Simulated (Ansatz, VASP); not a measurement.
**Two plane-wave programs on Li2Se**

```
Li Se
1.0
     0.00000    6.00500    6.00500
     6.00500    0.00000    6.00500
     6.00500    6.00500    0.00000
Li Se
16 8
Direct
  0.12500 0.12500 0.12500
  0.12500 0.12500 0.62500
  0.12500 0.62500 0.12500
  0.12500 0.62500 0.62500
  0.62500 0.12500 0.12500
  0.62500 0.12500 0.62500
  0.62500 0.62500 0.12500
  0.62500 0.62500 0.62500
  0.37500 0.37500 0.37500
  0.37500 0.37500 0.87500
  0.37500 0.87500 0.37500
  0.37500 0.87500 0.87500
  0.87500 0.37500 0.37500
  0.87500 0.37500 0.87500
  0.87500 0.87500 0.37500
  0.87500 0.87500 0.87500
  0.00000 0.00000 0.00000
  0.00000 0.00000 0.50000
  0.00000 0.50000 0.00000
  0.00000 0.50000 0.50000
  0.50000 0.00000 0.00000
  0.50000 0.00000 0.50000
  0.50000 0.50000 0.00000
  0.50000 0.50000 0.50000
```

Alike in both runs: task electric field gradients; functional PBE; k mesh 3 × 3 × 3; no spin polarisation.

```csv
,VASP,Ansatz
version,VASP 6.6.1,Ansatz 0.2.0
potentials or method,"VASP PAW PBE potentials, release 64 (Li_sv, Se)","plane-wave PAW, scalar-relativistic"
plane-wave cutoff (eV),650,420
occupations,"gaussian, width 0.01 eV",fixed
valence electrons in the cell,96,176
```

Ansatz gave:

- gap on the k mesh at the Fermi level (eV): 2.98

Q: What did VASP give for the same quantities?

A: gap on the k mesh at the Fermi level (eV): 2.97.

VASP's potentials hold 96 valence electrons a cell and Ansatz's 176, so a difference there can come from the potentials and not from the codes.
